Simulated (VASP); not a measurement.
# Pt (C2/m) in VASP: single point with PBEsol

Aim: the single point of Pt with PBEsol.

Everything below comes from runs of VASP 6.6.1. Logs are shortened: lines on timing, memory, paths and dates and some standing lists are left out, and cuts for length are marked.

## (1) The cell of the first run

It takes space group C2/m (No. 12, monoclinic). Conventional cell: a = 4.799 Å, b = 2.770 Å, c = 4.799 Å, α = 90.00°, β = 109.47°, γ = 90.00°. Pt (site symmetry m) has 12 Pt at 2.65 to 2.90 Å within 3.5 Å.

## (2) Single point, PBEsol (atoms displaced along a vibrational mode)

The input, INCAR:

```
ALGO = Fast
EDIFF = 1E-7
ENCUT = 520
GGA = PS
ISIF = 2
ISMEAR = 0
LASPH = T
LCHARG = F
LREAL = F
LWAVE = F
NBANDS = 17
NELM = 80
PREC = Accurate
SIGMA = 0.15
```

The input, KPOINTS:

```
k-points
0
Gamma
  24 24 26
```

The input, POSCAR:

```
Pt
1.0
    0.0000000000     -1.9590303455     -1.9590303455
   -1.9590303455      0.0000000000     -1.9590303455
    1.9590303455      1.9590303455     -3.9180606911
Pt
2
Direct
    0.4781192742      0.4781192742      0.4999983697
    0.0218807258      0.0218807258      0.0000016303
```

Potentials or basis: VASP PAW PBE potentials, release 64 (Pt).

Started as:

```
cat potpaw_PBE.64/Pt/POTCAR > POTCAR
mpirun -np 1 vasp_std > vasp.out
```

OUTCAR:

```text
EDIFF = 1E-7
   ENCUT = 520
   GGA = PS
   ISIF = 2
   ISMEAR = 0
   LASPH = T
   LREAL = F
   NELM = 80
   PREC = Accurate

 ion  position               nearest neighbor table
   1  0.478  0.478  0.500-   2 2.65   2 2.72   2 2.72   2 2.84   2 2.84   2 2.90
   2  0.022  0.022  0.000-   1 2.65   1 2.72   1 2.72   1 2.84   1 2.84   1 2.90

  LATTYP: Found a trigonal (rhomboedric) cell.
 ALAT       =     4.7986247371
 COS(alpha) =     0.8333333333

  Lattice vectors:

 A1 = (   1.9590303455,   3.9180606910,  -1.9590303456)
 A2 = (   3.9180606910,   1.9590303455,  -1.9590303456)
 A3 = (   1.9590303455,   1.9590303455,  -3.9180606911)

Analysis of symmetry for initial positions (statically):
=====================================================================
 Subroutine PRICEL returns:
 Original cell was already a primitive cell.

 Routine SETGRP: Setting up the symmetry group for a
 trigonal (rhombohedral) supercell.

 Subroutine GETGRP returns: Found  4 space group operations
 (whereof  2 operations were pure point group operations)
 out of a pool of 12 trial point group operations.

The static configuration has the point symmetry C_1h.
 The point group associated with its full space group is C_2h.

Analysis of symmetry for dynamics (positions and initial velocities):
=====================================================================
 Subroutine PRICEL returns:
 Original cell was already a primitive cell.

 Routine SETGRP: Setting up the symmetry group for a
 trigonal (rhombohedral) supercell.

 Subroutine GETGRP returns: Found  4 space group operations
 (whereof  2 operations were pure point group operations)
 out of a pool of 12 trial point group operations.

The dynamic configuration has the point symmetry C_1h.
 The point group associated with its full space group is C_2h.

 Subroutine INISYM returns: Found  4 space group operations
 (whereof  2 operations are pure point group operations),
 and found     1 'primitive' translations

----------------------------------------------------------------------------------------

                                     Primitive cell

  volume of cell :      30.0735

  direct lattice vectors                    reciprocal lattice vectors
     0.000000000 -1.959030345 -1.959030345     0.127614154 -0.382842462 -0.127614154
[... 105 lines left out ...]
   LASPH  =      T    aspherical Exc in radial PAW
   ENCUT  =  520.0 eV  38.22 Ry    6.18 a.u.   5.15  5.15  8.92*2*pi/ulx,y,z
   NELM   =     80;   NELMIN=  2; NELMDL= -5     # of ELM steps
   EDIFF  = 0.1E-06   stopping-criterion for ELM
   LREAL  =      F    real-space projection
   EDIFFG = 0.1E-05   stopping-criterion for IOM
   NSW    =      0    number of steps for IOM
   IBRION =     -1    ionic relax: 0-MD 1-quasi-New 2-CG
   NFREE  =      0    steps in history (QN), initial steepest desc. (CG)
   ISIF   =      2    stress and relaxation
   ISYM   =      2    0-nonsym 1-usesym 2-fastsym
   POTIM  = 0.5000    time-step for ionic-motion
   TEBEG  =    0.0;   TEEND  =   0.0 temperature during run
   PSTRESS=    0.0 pullay stress
   NELECT =      20.0000    total number of electrons
   NUPDOWN=      -1.0000    fix difference up-down
   EMIN   =  10.00;   EMAX   =-10.00  energy-range for DOS
   EFERMI =   0.00;   METHOD = LEGACY
   ISMEAR =     0;   SIGMA  =   0.15  broadening in eV -4-tet -1-fermi 0-gaus
   EFERMI_NEDOS =   21; number of points for ismear=-14 and -15
   IALGO  =     68    algorithm
   IMIX   =      4    mixing-type and parameters
     AMIX     =   0.40;   BMIX     =  1.00
     AMIX_MAG =   1.60;   BMIX_MAG =  1.00
  volume/ion in A,a.u.               =      15.04       101.47
  Fermi-wavevector in a.u.,A,eV,Ry     =   1.428972  2.700365 27.782559  2.041961
  Thomas-Fermi vector in A             =   2.548976
   LORBIT       =      0    0 simple, 1 ext, 2 COOP (PROOUT), +10 PAW based schemes
   GGA     = PS    functional components
   LHFCALC =     F    Hartree Fock is set to
   AEXX    =    0.0000 exact exchange contribution
   IVDW    =     0    specifies the selected vdW correction
   LEPSILON=     F    determine dielectric tensor
   LRPA    =     F    only Hartree local field effects (RPA)
 non-spin polarized calculation
 RMM-DIIS sequential band-by-band and
 Gauss-broadening in eV      SIGMA  =   0.15
  energy-cutoff  :      520.00
  volume of cell :       30.07
 maximum number of plane-waves:       825
 NGX is ok and might be reduce to    24
   NGX = 11   NGY = 11   NGZ = 17

 number of electron      20.0000002 magnetization

 Free energy of the ion-electron system (eV)
  ---------------------------------------------------
  ext. energy  EPLUGINS =         0.00000000
  ---------------------------------------------------
  free energy    TOTEN  =       -13.88319148 eV

  energy without entropy =      -13.84075269  energy(sigma->0) =      -13.86197209

 E-fermi :  11.1501     XC(G=0): -13.6427

 val. band max:       11.1499274001   @ k =  -0.1250  -0.1667   0.0385
 cond. band min:      11.1501368360   @ k =   0.3750   0.0833   0.2308
 fundamental gap:      0.0002094359
 Fermi energy:        11.1501033748

 k-point     1 :       0.0000    0.0000    0.0000
  band No.  band energies     occupation
      1       0.8267      2.00000
      2       3.7760      2.00000
      3       7.2202      2.00000
      4       7.2808      2.00000
      5       7.3342      2.00000
      6       7.3758      2.00000
[... 457 lines left out ...]
      4       6.1517      2.00000
      5       7.1913      2.00000
      6       7.4580      2.00000
[... 9 lines left out ...]
     16      25.9827      0.00000
     17      26.0966      0.00000

 [... further k-points ...]

------------------------ aborting loop because EDIFF is reached ----------------------------------------

  FORCE on cell =-STRESS in cart. coord.  units (eV):
  Direction    XX          YY          ZZ          XY          YZ          ZX
  --------------------------------------------------------------------------------------
  -------------------------------------------------------------------------------------
  Total        0.2862782      0.2862782     -0.0443843      0.4065385     -0.2070638     -0.2070644
  in kB       15.2515998     15.2515998     -2.3645920     21.6585193    -11.0314174    -11.0314472
  external PRESSURE =       9.3795358 kB  Pullay stress =       0.0000000 kB

 VOLUME and BASIS-vectors are now :
 -----------------------------------------------------------------------------
  energy-cutoff  :      520.00
  volume of cell :       30.07
      direct lattice vectors                 reciprocal lattice vectors
     0.000000000 -1.959030345 -1.959030345     0.127614154 -0.382842462 -0.127614154
    -1.959030345  0.000000000 -1.959030345    -0.382842462  0.127614154 -0.127614154
     1.959030345  1.959030345 -3.918060691     0.127614154  0.127614154 -0.127614154

 POSITION                                       TOTAL-FORCE (eV/Angst)
 -----------------------------------------------------------------------------------
      0.04286      0.04286     -3.83232        -0.257831     -0.257831     -0.438193
     -0.04286     -0.04286     -0.08574         0.257831      0.257831      0.438193
 -----------------------------------------------------------------------------------
    total drift:                                0.000000      0.000000     -0.000000

  FREE ENERGIE OF THE ION-ELECTRON SYSTEM (eV)
  ---------------------------------------------------
  free  energy   TOTEN  =       -13.8831914794 eV

  energy  without entropy=      -13.8407526906  energy(sigma->0) =      -13.86197209
```

Wall time 45 min (1 thread of Oxide Virtual Turin-like, shared host); peak memory 1.5 GiB.

What came out:

```yaml
Free_energy: -13.8832 eV
Pressure: 0.9 GPa
Largest_force: 0.570 eV/Å
Band_gap_on_the_k_mesh: zero (bands 10 and 11 overlap by 1.68 eV)
```

Forces on the atoms (eV/Å):
```
Pt  -0.258 -0.258 -0.438
Pt   0.258  0.258  0.438
```

Caveat: the cell differs from its parent crystal (atoms displaced along a vibrational mode); the PAW data sets were made with another functional, which shifts forces and pressure a little; spin-orbit coupling is left out, which moves the levels of the heavy elements.
